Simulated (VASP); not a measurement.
The system is Cu.

```
Cu
1.0
    -1.50445    1.50445    1.32977
     1.50445   -1.50445    1.32977
     1.50445    1.50445   -1.32977
Cu
1
Direct
  0.00000 0.00000 0.00000
```

- Program: VASP 6.6.1
- Task: relaxation of cell and atoms
- Functional: PBE
- Potentials or basis: VASP PAW PBE potentials, release 64 (Cu)
- Cutoff: 600 eV
- k mesh: 28 × 28 × 28
- Occupations: gaussian, width 0.1 eV
- Spin: no spin polarisation

At the start: pressure 0.6 GPa; volume 12.04 Å³/atom.

Task: How do energy, volume and symmetry change on relaxing?

Result: Over 10 steps the energy falls by 2.1 meV/atom and the volume is 12.07 Å³/atom (+0.2 %); space group I4/mmm (No. 139, to 0.05 Å).

The path:
```csv
step,energy change (eV),largest force (eV/Å),pressure (GPa),volume (Å³)
1,0.0000,0.0000,0.58,12.04
2,-0.0005,0.0000,-0.31,12.12
3,-0.0006,0.0000,-0.83,12.16
4,-0.0010,0.0000,-0.82,12.15
5,-0.0017,0.0000,-0.41,12.11
6,-0.0021,0.0000,0.41,12.03
7,-0.0021,0.0000,0.33,12.04
8,-0.0021,0.0000,0.18,12.06
9,-0.0021,0.0000,-0.13,12.08
10,-0.0021,0.0000,-0.03,12.07
```

Final structure:
```yaml
crystal:
  lattice:
    - [-1.47772, 1.47772, 1.38153]
    - [1.47772, -1.47772, 1.38153]
    - [1.47772, 1.47772, -1.38153]
  atoms:
    - { symbol: Cu, position: [0.00000, 0.00000, 0.00000] }
```
